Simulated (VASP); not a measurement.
# InIrC4N4 (P4/mmm) in VASP: single point with PBE

Aim: the single point of InIrC4N4 with PBE.

Everything below comes from runs of VASP 6.6.1. Logs are shortened: lines on timing, memory, paths and dates and some standing lists are left out, and cuts for length are marked.

## Step 1: The cell of the first run

It takes space group P4/mmm (No. 123, tetragonal). The conventional cell has a = 7.451 Å, b = 7.451 Å, c = 3.285 Å, α = 90.00°, β = 90.00°, γ = 90.00°. In (site symmetry 4/mmm) has 4 N at 2.12 Å within 2.8 Å. Ir (site symmetry 4/mmm) has 4 C at 1.97 Å within 2.6 Å. Within 1.6 Å of C (site symmetry m2m) lie 1 N at 1.17 Å. Within 1.6 Å of N (site symmetry m2m) lie 1 C at 1.17 Å.

## Step 2: Single point, PBE

Input file INCAR:

```
SYSTEM = InIrC4N4
PREC = Accurate ; ENCUT = 600
EDIFF = 1E-6 ; ISMEAR = 0
SIGMA = 0.2 ; LREAL = .False.
LASPH = .True. ; NELM = 120
ALGO = Normal ; ISIF = 2
LWAVE = .False. ; LCHARG = .False.
GGA = PE ; NBANDS = 44
GGA_COMPAT = .False.
```

Input file KPOINTS:

```
Automatic mesh
0
Gamma
  6 4 4
  0 0 0
```

Input file POSCAR:

```
InIrC4N4
1.0
    0.0000000000      0.0000000000      3.2853498191
    7.4507549523      0.0000000000      0.0000000000
    0.0000000000      7.4507549523      0.0000000000
In Ir C N
1 1 4 4
Direct
    1.0000000000      0.5000000000      0.5000000000
    0.0000000000      0.0000000000      0.0000000000
    1.0000000000      0.1873707387      0.8126292613
    0.0000000000      0.8126292613      0.1873707387
    1.0000000000      0.1873707387      0.1873707387
    0.0000000000      0.8126292613      0.8126292613
    1.0000000000      0.2987243181      0.7012756819
    0.0000000000      0.7012756819      0.2987243181
    0.0000000000      0.2987243181      0.2987243181
    1.0000000000      0.7012756819      0.7012756819
```

Potentials or basis: VASP PAW PBE potentials, release 64 (In_d, Ir_sv_GW, C, N).

The run is started by

```sh
$ cat potpaw_PBE.64/In_d/POTCAR potpaw_PBE.64/Ir_sv_GW/POTCAR potpaw_PBE.64/C/POTCAR potpaw_PBE.64/N/POTCAR > POTCAR
$ mpirun -np 1 vasp_std > vasp.out
```

OUTCAR:

```text
SYSTEM = InIrC4N4
   PREC = Accurate
   ENCUT = 600
   EDIFF = 1E-6
   ISMEAR = 0
   LREAL = .False.
   LASPH = .True.
   NELM = 120
   ISIF = 2
   GGA = PE

 ion  position               nearest neighbor table
   1  0.000  0.500  0.500-   7 2.12   8 2.12   9 2.12  10 2.12
   2  0.000  0.000  0.000-   3 1.97   4 1.97   5 1.97   6 1.97
   3  0.000  0.187  0.813-   7 1.17   2 1.97
   4  0.000  0.813  0.187-   8 1.17   2 1.97
   5  0.000  0.187  0.187-   9 1.17   2 1.97
   6  0.000  0.813  0.813-  10 1.17   2 1.97
   7  0.000  0.299  0.701-   3 1.17   1 2.12
   8  0.000  0.701  0.299-   4 1.17   1 2.12
   9  0.000  0.299  0.299-   5 1.17   1 2.12
  10  0.000  0.701  0.701-   6 1.17   1 2.12

  LATTYP: Found a simple tetragonal cell.
 ALAT       =     7.4507549523
 C/A-ratio  =     0.4409418697

  Lattice vectors:

 A1 = (   7.4507549523,   0.0000000000,   0.0000000000)
 A2 = (   0.0000000000,   7.4507549523,   0.0000000000)
 A3 = (   0.0000000000,   0.0000000000,   3.2853498191)

Analysis of symmetry for initial positions (statically):
=====================================================================
 Subroutine PRICEL returns:
 Original cell was already a primitive cell.

 Routine SETGRP: Setting up the symmetry group for a
 simple tetragonal supercell.

 Subroutine GETGRP returns: Found 16 space group operations
 (whereof 16 operations were pure point group operations)
 out of a pool of 16 trial point group operations.

The static configuration has the point symmetry D_4h.

Analysis of symmetry for dynamics (positions and initial velocities):
=====================================================================
 Subroutine PRICEL returns:
 Original cell was already a primitive cell.

 Routine SETGRP: Setting up the symmetry group for a
 simple tetragonal supercell.

 Subroutine GETGRP returns: Found 16 space group operations
 (whereof 16 operations were pure point group operations)
 out of a pool of 16 trial point group operations.

The dynamic configuration has the point symmetry D_4h.

 Subroutine INISYM returns: Found 16 space group operations
 (whereof 16 operations are pure point group operations),
 and found     1 'primitive' translations

----------------------------------------------------------------------------------------

                                     Primitive cell

  volume of cell :     182.3821

  direct lattice vectors                    reciprocal lattice vectors
     0.000000000  0.000000000  3.285349819     0.000000000  0.000000000  0.304381589
     7.450754952  0.000000000  0.000000000     0.134214587  0.000000000  0.000000000
     0.000000000  7.450754952  0.000000000     0.000000000  0.134214587  0.000000000

  length of vectors
     3.285349819  7.450754952  7.450754952     0.304381589  0.134214587  0.134214587

  position of ions in fractional coordinates (direct lattice)
     0.000000000  0.500000000  0.500000000
     0.000000000  0.000000000  0.000000000
     0.000000000  0.187370739  0.812629261
     0.000000000  0.812629261  0.187370739
     0.000000000  0.187370739  0.187370739
     0.000000000  0.812629261  0.812629261
     0.000000000  0.298724318  0.701275682
     0.000000000  0.701275682  0.298724318
     0.000000000  0.298724318  0.298724318
     0.000000000  0.701275682  0.701275682

  ion indices of the primitive-cell ions
   primitive index   ion index
                 1           1
                 2           2
                 3           3
                 4           4
                 5           5
                 6           6
                 7           7
                 8           8
                 9           9
                10          10

----------------------------------------------------------------------------------------

 KPOINTS: Automatic mesh

Automatic generation of k-mesh.
 Grid dimensions read from file:
 generate k-points for:    6    4    4

 Generating k-lattice:

  Cartesian coordinates                     Fractional coordinates (reciprocal lattice)
     0.000000000  0.000000000  0.050730265     0.166666667  0.000000000  0.000000000
     0.033553647  0.000000000  0.000000000     0.000000000  0.250000000  0.000000000
     0.000000000  0.033553647  0.000000000     0.000000000  0.000000000  0.250000000

  Length of vectors
     0.050730265  0.033553647  0.033553647

  Shift w.r.t. Gamma in fractional coordinates (k-lattice)
     0.000000000  0.000000000  0.000000000

 Subroutine IBZKPT returns following result:
 ===========================================

 Found     24 irreducible k-points:

 Following reciprocal coordinates:
            Coordinates               Weight
  0.000000  0.000000  0.000000      1.000000
  0.166667  0.000000  0.000000      2.000000
  0.333333  0.000000  0.000000      2.000000
  0.500000  0.000000  0.000000      1.000000
  0.000000  0.250000  0.000000      4.000000
  0.166667  0.250000  0.000000      8.000000
[... 16 lines left out ...]
  0.333333  0.500000  0.500000      2.000000
  0.500000  0.500000  0.500000      1.000000
   k-points           NKPTS =     24   k-points in BZ     NKDIM =     24   number of bands    NBANDS=     44
   number of dos      NEDOS =    301   number of ions     NIONS =     10
   total plane-waves  NPLWV = 100800
   dimension x,y,z NGX =    28 NGY =   60 NGZ =   60
   dimension x,y,z NGXF=    56 NGYF=  120 NGZF=  120
   ions per type =               1   1   4   4
   NGX,Y,Z   is equivalent  to a cutoff of  14.17, 13.39, 13.39 a.u.
   NGXF,Y,Z  is equivalent  to a cutoff of  28.34, 26.78, 26.78 a.u.
 SYSTEM =  InIrC4N4
   PREC   = accura    normal or accurate (medium, high low for compatibility)
   ISTART =      0    job   : 0-new  1-cont  2-samecut
   ICHARG =      2    charge: 1-file 2-atom 10-const
   ISPIN  =      1    spin polarized calculation?
   LNONCOLLINEAR =      F non collinear calculations
   LSORBIT =      F    spin-orbit coupling
   LASPH  =      T    aspherical Exc in radial PAW
   ENCUT  =  600.0 eV  44.10 Ry    6.64 a.u.   6.56 14.88 14.88*2*pi/ulx,y,z
   NELM   =    120;   NELMIN=  2; NELMDL= -5     # of ELM steps
   EDIFF  = 0.1E-05   stopping-criterion for ELM
   LREAL  =      F    real-space projection
   EDIFFG = 0.1E-04   stopping-criterion for IOM
   NSW    =      0    number of steps for IOM
   IBRION =     -1    ionic relax: 0-MD 1-quasi-New 2-CG
   NFREE  =      0    steps in history (QN), initial steepest desc. (CG)
   ISIF   =      2    stress and relaxation
   ISYM   =      2    0-nonsym 1-usesym 2-fastsym
   POTIM  = 0.5000    time-step for ionic-motion
   TEBEG  =    0.0;   TEEND  =   0.0 temperature during run
   PSTRESS=    0.0 pullay stress
   NELECT =      66.0000    total number of electrons
   NUPDOWN=      -1.0000    fix difference up-down
   EMIN   =  10.00;   EMAX   =-10.00  energy-range for DOS
   EFERMI =   0.00;   METHOD = LEGACY
   ISMEAR =     0;   SIGMA  =   0.20  broadening in eV -4-tet -1-fermi 0-gaus
   EFERMI_NEDOS =   21; number of points for ismear=-14 and -15
   IALGO  =     38    algorithm
   IMIX   =      4    mixing-type and parameters
     AMIX     =   0.40;   BMIX     =  1.00
     AMIX_MAG =   1.60;   BMIX_MAG =  1.00
  volume/ion in A,a.u.               =      18.24       123.08
  Fermi-wavevector in a.u.,A,eV,Ry     =   1.166618  2.204589 18.517502  1.360998
  Thomas-Fermi vector in A             =   2.303129
   LORBIT       =      0    0 simple, 1 ext, 2 COOP (PROOUT), +10 PAW based schemes
   GGA     = PE    functional components
   LHFCALC =     F    Hartree Fock is set to
   AEXX    =    0.0000 exact exchange contribution
   IVDW    =     0    specifies the selected vdW correction
   LEPSILON=     F    determine dielectric tensor
   LRPA    =     F    only Hartree local field effects (RPA)
 non-spin polarized calculation
 Gauss-broadening in eV      SIGMA  =   0.20
  energy-cutoff  :      600.00
  volume of cell :      182.38
 maximum number of plane-waves:      6138
 NGX is ok and might be reduce to    28
   NGX = 13   NGY = 29   NGZ = 29

 number of electron      66.0000008 magnetization

 Free energy of the ion-electron system (eV)
  ---------------------------------------------------
  ext. energy  EPLUGINS =         0.00000000
  ---------------------------------------------------
  free energy    TOTEN  =       -78.77724128 eV

  energy without entropy =      -78.76171303  energy(sigma->0) =      -78.76947716

 E-fermi :   1.1377     XC(G=0):  -8.0809

 val. band max:        1.0178824690   @ k =   0.5000   0.5000   0.2500
 cond. band min:       1.1504806138   @ k =   0.3333   0.5000   0.5000
 fundamental gap:      0.1325981448
 Fermi energy:         1.1376723480

 k-point     1 :       0.0000    0.0000    0.0000
  band No.  band energies     occupation
      1     -90.8108      2.00000
      2     -47.8234      2.00000
      3     -47.8234      2.00000
      4     -47.2230      2.00000
      5     -17.1188      2.00000
      6     -16.9710      2.00000
[... 36 lines left out ...]
     43       7.2370      0.00000
     44       7.2370      0.00000

 k-point     2 :       0.1667    0.0000    0.0000
  band No.  band energies     occupation
      1     -90.8105      2.00000
      2     -47.8225      2.00000
      3     -47.8225      2.00000
      4     -47.2337      2.00000
      5     -17.0758      2.00000
      6     -16.9348      2.00000
[... 36 lines left out ...]
     43       6.7850      0.00000
     44       7.2654      0.00000

 k-point     3 :       0.3333    0.0000    0.0000
  band No.  band energies     occupation
      1     -90.8099      2.00000
      2     -47.8208      2.00000
      3     -47.8208      2.00000
      4     -47.2551      2.00000
      5     -16.9880      2.00000
      6     -16.8609      2.00000
[... 36 lines left out ...]
     43       7.0415      0.00000
     44       7.3291      0.00000

 k-point     4 :       0.5000    0.0000    0.0000
  band No.  band energies     occupation
      1     -90.8096      2.00000
      2     -47.8200      2.00000
      3     -47.8200      2.00000
      4     -47.2657      2.00000
      5     -16.9432      2.00000
      6     -16.8232      2.00000
[... 882 lines left out ...]
     43       6.8638      0.00000
     44       7.5041      0.00000

 k-point    23 :       0.3333    0.5000    0.5000
  band No.  band energies     occupation
      1     -90.8099      2.00000
      2     -47.8208      2.00000
      3     -47.8208      2.00000
      4     -47.2550      2.00000
      5     -16.9288      2.00000
      6     -16.9181      2.00000
[... 36 lines left out ...]
     43       6.8456      0.00000
     44       7.4531      0.00000

 k-point    24 :       0.5000    0.5000    0.5000
  band No.  band energies     occupation
      1     -90.8096      2.00000
      2     -47.8200      2.00000
      3     -47.8200      2.00000
      4     -47.2657      2.00000
      5     -16.8867      2.00000
      6     -16.8776      2.00000
[... 36 lines left out ...]
     43       6.8348      0.00000
     44       7.5093      0.00000

------------------------ aborting loop because EDIFF is reached ----------------------------------------

  FORCE on cell =-STRESS in cart. coord.  units (eV):
  Direction    XX          YY          ZZ          XY          YZ          ZX
  --------------------------------------------------------------------------------------
  -------------------------------------------------------------------------------------
  Total        0.2327448      0.2327448      0.1245496      0.0000000     -0.0000000      0.0000000
  in kB        2.0446000      2.0446000      1.0941345      0.0000000     -0.0000000      0.0000000
  external PRESSURE =       1.7277782 kB  Pullay stress =       0.0000000 kB

 VOLUME and BASIS-vectors are now :
 -----------------------------------------------------------------------------
  energy-cutoff  :      600.00
  volume of cell :      182.38
      direct lattice vectors                 reciprocal lattice vectors
     0.000000000  0.000000000  3.285349819     0.000000000  0.000000000  0.304381589
     7.450754952  0.000000000  0.000000000     0.134214587  0.000000000  0.000000000
     0.000000000  7.450754952  0.000000000     0.000000000  0.134214587  0.000000000

 POSITION                                       TOTAL-FORCE (eV/Angst)
 -----------------------------------------------------------------------------------
      3.72538      3.72538      0.00000        -0.000000      0.000000     -0.000000
      0.00000      0.00000      0.00000        -0.000000      0.000000     -0.000000
      1.39605      6.05470      0.00000        -0.323849      0.323849     -0.000000
      6.05470      1.39605      0.00000         0.323849     -0.323849     -0.000000
      1.39605      1.39605      0.00000        -0.323849     -0.323849     -0.000000
      6.05470      6.05470      0.00000         0.323849      0.323849      0.000000
      2.22572      5.22503      0.00000         0.299265     -0.299265      0.000000
      5.22503      2.22572      0.00000        -0.299265      0.299265     -0.000000
      2.22572      2.22572      0.00000         0.299265      0.299265     -0.000000
      5.22503      5.22503      0.00000        -0.299265     -0.299265     -0.000000
 -----------------------------------------------------------------------------------
    total drift:                                0.000000      0.000000     -0.000000

  FREE ENERGIE OF THE ION-ELECTRON SYSTEM (eV)
  ---------------------------------------------------
  free  energy   TOTEN  =       -78.7772412807 eV

  energy  without entropy=      -78.7617130298  energy(sigma->0) =      -78.76947716
```

Wall time 8.4 min (1 thread of AMD EPYC 7R43 (Zen 3), shared host); peak memory 0.43 GiB.

Results:

```yaml
Free_energy: -78.7772 eV
Pressure: 0.2 GPa
Largest_force: 0.458 eV/Å
Band_gap_on_the_k_mesh: zero (bands 33 and 34 overlap by 0.17 eV)
```

Forces on the atoms (eV/Å):
```
In   0.000  0.000  0.000
Ir   0.000  0.000  0.000
C   -0.324  0.324  0.000
C    0.324 -0.324  0.000
C   -0.324 -0.324  0.000
C    0.324  0.324  0.000
N    0.299 -0.299  0.000
N   -0.299  0.299  0.000
N    0.299  0.299  0.000
N   -0.299 -0.299  0.000
```

Caveat: spin-orbit coupling is left out, which moves the levels of the heavy elements.
